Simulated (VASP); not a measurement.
## Al: single point with r2SCAN

Crystal: Al.

```xyz
2
Lattice="2.8081 0.0000 0.0000 -1.4040 2.4319 0.0000 0.0000 0.0000 4.6891" Properties=species:S:1:pos:R:3 pbc="T T T"
Al    1.4040    0.8106    3.5168
Al    0.0000    1.6212    1.1723
```

This isn't the form of Al at room conditions, which is fcc.

| Quantity | Value |
| --- | --- |
| Program | VASP 6.6.1 |
| Task | single point |
| Functional | r2SCAN |
| Potentials or basis | VASP PAW PBE potentials, release 64 (Al) |
| Cutoff | 520 eV |
| k mesh | 18 × 18 × 10 |
| Occupations | gaussian, width 0.1 eV |
| Spin | no spin polarisation |

```
Pressure               : -0.3 GPa
Band gap on the k mesh : zero (bands 3 and 4 overlap by 7.57 eV)
```

Levels at points of the mesh, in eV from the Fermi level:
```tsv
k point	band 1	band 2	band 3	band 4	band 5	band 6	band 7
(0.00, 0.00, 0.00)	-12.07	-5.26	-4.87	11.98	11.98	12.12	12.12
(0.50, 0.00, 0.00)	-5.60	-5.58	0.60	1.13	1.37	1.90	6.44
(0.00, 0.00, 0.50)	-10.29	-10.29	3.28	3.28	13.01	13.01	13.01
(0.50, 0.00, 0.50)	-4.31	-4.31	-3.34	-3.34	7.96	7.96	7.99
```

It took 4.8 min on 1 thread of AMD EPYC 9R45 (Zen 5), with other jobs on the host, peak memory 0.15 GiB.

Caveat: the PAW data sets were made with another functional, which shifts forces and pressure a little.
